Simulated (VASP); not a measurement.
Set up this calculation in VASP 6.6.1, as the native input.

* Task: single point
* Functional: r2SCAN
* Dispersion: D4
* Potentials or basis: VASP PAW PBE potentials, release 64 (Hg)
* Cutoff: 520 eV
* k mesh: 6 × 6 × 9
* Occupations: gaussian, width 0.2 eV
* Spin: no spin polarisation
* Dipole correction: no
* Further INCAR settings: ALGO = Normal; EDIFF = 1e-06; NBANDS = 25

The system is Hg.

```xyz
3
Lattice="5.4667 0.0000 0.0000 -2.7333 4.7343 0.0000 0.0000 0.0000 3.1852" Properties=species:S:1:pos:R:3 pbc="T T T"
Hg    0.0000    3.1562    1.5926
Hg    2.7333    1.5781    1.5926
Hg    0.0000    0.0000    0.0000
```

These files were run (other wordings do the same):

POSCAR

```
Hg
1.0
    5.4666960000      0.0000000000      0.0000000000
   -2.7333480000      4.7342980000      0.0000000000
    0.0000000000      0.0000000000      3.1852180000
Hg
3
Direct
    0.3333333333      0.6666666667      0.5000000000
    0.6666666667      0.3333333333      0.5000000000
    0.0000000000      0.0000000000      0.0000000000
```

INCAR.step1

```
SYSTEM = Hg
PREC     = Accurate       ! precision mode
ENCUT    = 520            ! plane-wave cutoff, eV
ISMEAR   = 0              ! smearing method
SIGMA    = 0.2            ! smearing width, eV
LREAL    = .FALSE.        ! projectors in reciprocal space
LASPH    = .TRUE.         ! aspherical terms in the spheres
NELM     = 80             ! most SCF steps
NBANDS   = 25             ! bands
GGA      = PE             ! functional
ALGO     = Normal         ! electronic algorithm
EDIFF    = 1E-4           ! SCF threshold, eV
LWAVE    = .TRUE.         ! write WAVECAR
LCHARG   = .FALSE.        ! write CHGCAR
```

INCAR.step2

```
SYSTEM = Hg
PREC     = Accurate       ! precision mode
ENCUT    = 520            ! plane-wave cutoff, eV
EDIFF    = 1E-6           ! SCF threshold, eV
ISMEAR   = 0              ! smearing method
SIGMA    = 0.2            ! smearing width, eV
LREAL    = .FALSE.        ! projectors in reciprocal space
LASPH    = .TRUE.         ! aspherical terms in the spheres
NELM     = 80             ! most SCF steps
ALGO     = Normal         ! electronic algorithm
ISIF     = 2              ! what is computed and relaxed
LWAVE    = .FALSE.        ! write WAVECAR
LCHARG   = .FALSE.        ! write CHGCAR
METAGGA  = R2SCAN         ! meta-GGA
LMIXTAU  = .TRUE.       
IVDW     = 13             ! dispersion correction
VDW_S6   = 1.0          
VDW_S8   = 0.6018749    
VDW_A1   = 0.51559235   
VDW_A2   = 5.77342911   
NBANDS   = 25             ! bands
ISTART   = 1
```

KPOINTS

```
regular mesh
0
G
  6 6 9
  0 0 0
```

Potentials or basis: VASP PAW PBE potentials, release 64 (Hg).

The run is started by

```sh
$ cat potpaw_PBE.64/Hg/POTCAR > POTCAR
$ cp INCAR.step1 INCAR
$ mpirun -np 1 vasp_std > vasp.out
$ cp INCAR.step2 INCAR
$ mpirun -np 1 vasp_std > vasp.out
```

Results of the run:

The pressure is -0.9 GPa. The band gap on the k mesh is zero (band 18 reaches 3.16 eV, above the bottom of band 19 at 0.77 eV) and the dispersion energy per atom is -0.133 eV.

Caveat: the PAW data sets were made with another functional, which shifts forces and pressure a little; spin-orbit coupling is left out, which moves the levels of the heavy elements; pairwise dispersion overbinds metals, which lowers pressure and volume.

It took 6.9 min on 1 thread of AMD EPYC 7R43 64-Core Processor (Zen 3), with other jobs on the host, peak memory 0.19 GiB.
